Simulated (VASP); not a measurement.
Input of a VASP 6.6.1 run:

The input INCAR:

```
SYSTEM = BN
ALGO = Normal ; EDIFF = 1E-6
ENCUT = 520 ; GGA = PE
ISIF = 2 ; ISMEAR = -1
LASPH = .True. ; LCHARG = .False.
LREAL = .False. ; LWAVE = .False.
NBANDS = 16 ; NELM = 100
PREC = Accurate ; SIGMA = 0.02
```

File KPOINTS:

```
k-points
0
Gamma
  11 11 4
  0 0 0
```

POSCAR

```
BN
1.0
    2.5123106747      0.0000000000      0.0000000000
   -1.2561553374      2.1757248665      0.0000000000
    0.0000000000      0.0000000000      6.6833303951
B N
2 2
Direct
    0.3333333333      0.6666666667      0.2500000000
    0.6666666667      0.3333333333      0.7500000000
    0.3333333333      0.6666666667      0.7500000000
    0.6666666667      0.3333333333      0.2500000000
```

Potentials or basis: VASP PAW PBE potentials, release 64 (B, N).

Command:

```console
$ cat potpaw_PBE.64/B/POTCAR potpaw_PBE.64/N/POTCAR > POTCAR
$ mpirun -np 1 vasp_std > vasp.out
```

Q: What does it give for the band gap on the k mesh?

A: 4.32 eV, indirect (least direct gap 4.65 eV).

Q: What does it give for the pressure?

A: 1.0 GPa.

Stress tensor (GPa, compression positive):
```
0.17 0.00 0.00
0.00 0.17 0.00
0.00 0.00 2.59
```

Caveat: this functional lacks dispersion, which binds the layers, so the pressure and a relaxed spacing across them are unreliable. A k mesh can miss the band edges.
